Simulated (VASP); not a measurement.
Input of a VASP 6.6.1 run:

Contents of INCAR:

```
  PREC = Accurate
  ENCUT = 500
  EDIFF = 1E-7
  ISMEAR = 1
  SIGMA = 0.1
  LREAL = False
  LASPH = True
  NELM = 120
  ALGO = Normal
  ISIF = 3
  LWAVE = False
  LCHARG = False
  GGA = PE
  IBRION = 2
  NSW = 60
  EDIFFG = -0.01
  GGA_COMPAT = False
  NELMIN = 4
```

File KPOINTS:

```
regular mesh
0
Gamma
  11 11 11
```

File POSCAR:

```
Pt
1.0
   -1.5550000000      1.5550000000      1.5550000000
    1.5550000000     -1.5550000000      1.5550000000
    1.5550000000      1.5550000000     -1.5550000000
Pt
1
Direct
    0.0000000000      0.0000000000      0.0000000000
```

Potentials or basis: VASP PAW PBE potentials, release 64 (Pt).

Command:

```bash
$ cat potpaw_PBE.64/Pt/POTCAR > POTCAR
$ mpirun -np 1 vasp_std > vasp.out
```

(1) Predict the relaxed cell.

(2) What does it give for the band gap on the k mesh?

(3) Predict the space group after relaxing (to 0.1 Å).

(4) Predict the relaxed volume.

Results:

(1) a = 2.739 Å, b = 2.739 Å, c = 2.739 Å, α = 109.47°, β = 109.47°, γ = 109.47°.

(2) zero (bands 5 and 6 overlap by 2.00 eV).

(3) Im-3m (No. 229).

(4) 15.82 Å³/atom.

Caveat: spin-orbit coupling is left out, which moves the levels of the heavy elements.
